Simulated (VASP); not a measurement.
Set up this calculation in VASP 6.6.1, as the native input.

* Task: single point
* Functional: PBE
* Potentials or basis: VASP PAW PBE potentials, release 64 (Sn_d, O)
* Cutoff: 520 eV
* k mesh: 6 × 6 × 6
* Occupations: fermi-dirac, width 0.02 eV
* Spin: no spin polarisation
* Dipole correction: no
* Further INCAR settings: ALGO = Normal; EDIFF = 1e-06; NBANDS = 17

The structure of SnO lies in POSCAR:

```
SnO
1.0
    0.0000000000      2.5369732568      2.5369732568
    2.5369732568      0.0000000000      2.5369732568
    2.5369732568      2.5369732568      0.0000000000
Sn O
1 1
Direct
    0.0000000000      0.0000000000      0.0000000000
    0.5000000000      0.5000000000      0.5000000000
```

The input as run:

INCAR

```
SYSTEM = SnO
PREC     = Accurate       ! precision mode
ENCUT    = 520            ! plane-wave cutoff, eV
EDIFF    = 1E-6           ! SCF threshold, eV
ISMEAR   = -1             ! smearing method
SIGMA    = 0.02           ! smearing width, eV
LREAL    = .False.        ! projectors in reciprocal space
LASPH    = .True.         ! aspherical terms in the spheres
NELM     = 100            ! most SCF steps
ALGO     = Normal         ! electronic algorithm
ISIF     = 2              ! what is computed and relaxed
LWAVE    = .False.        ! write WAVECAR
LCHARG   = .False.        ! write CHGCAR
GGA      = PE             ! functional
NBANDS   = 17             ! bands
```

KPOINTS

```
Automatic mesh
0
Gamma
  6 6 6
  0 0 0
```

Potentials or basis: VASP PAW PBE potentials, release 64 (Sn_d, O).

Run with:

```console
$ cat potpaw_PBE.64/Sn_d/POTCAR potpaw_PBE.64/O/POTCAR > POTCAR
$ mpirun -np 1 vasp_std > vasp.out
```

Results of the run:

| Quantity | Value |
| --- | --- |
| Pressure | 2.4 GPa |
| Band gap on the k mesh | 1.05 eV, indirect (least direct gap 1.16 eV) |

Caveat: spin-orbit coupling is left out, which moves the levels of the heavy elements.

Wall time 18 s on 1 thread of Intel Xeon 6975P-C (shared host), peak memory 0.15 GiB.
